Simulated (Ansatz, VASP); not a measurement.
## BN in VASP and in Ansatz

```
B N
1.0
     2.55394    0.00000    0.00000
    -1.27697    2.21178    0.00000
     0.00000    0.00000    4.22685
B N
2 2
Direct
  0.66667 0.33333 0.95241
  0.33333 0.66667 0.49972
  0.66667 0.33333 0.62528
  0.33333 0.66667 0.12528
```

Alike in both runs: task single point; functional LDA; k mesh 12 × 12 × 6; occupations gaussian, width 0.05 eV; no spin polarisation.

|  | VASP | Ansatz |
| --- | --- | --- |
| version | VASP 6.6.1 | Ansatz 0.2.0 |
| potentials or method | VASP PAW LDA potentials, release 64 (B, N), cutoff 520 eV | scalar-relativistic, plane waves, PAW |
| valence electrons in the cell | 16 | 16 |

```tsv
	VASP	Ansatz	Ansatz less VASP
gap on the k mesh at the Fermi level (eV)	2.87	2.89	+0.024
least direct gap on the mesh (eV)	6.70	6.71	+0.010
pressure (GPa)	-5.6	-6.4	-0.79
traceless stress, the component that is largest in VASP (GPa)	8.46	8.26	-0.204
rms of the force components (eV/Å)	3.147	3.141	-0.0070
```

LDA's correlation is that of Perdew and Zunger in VASP and of Perdew and Wang (1992) in Ansatz. Atom by atom the forces differ by 0.007 eV/Å (rms over components).
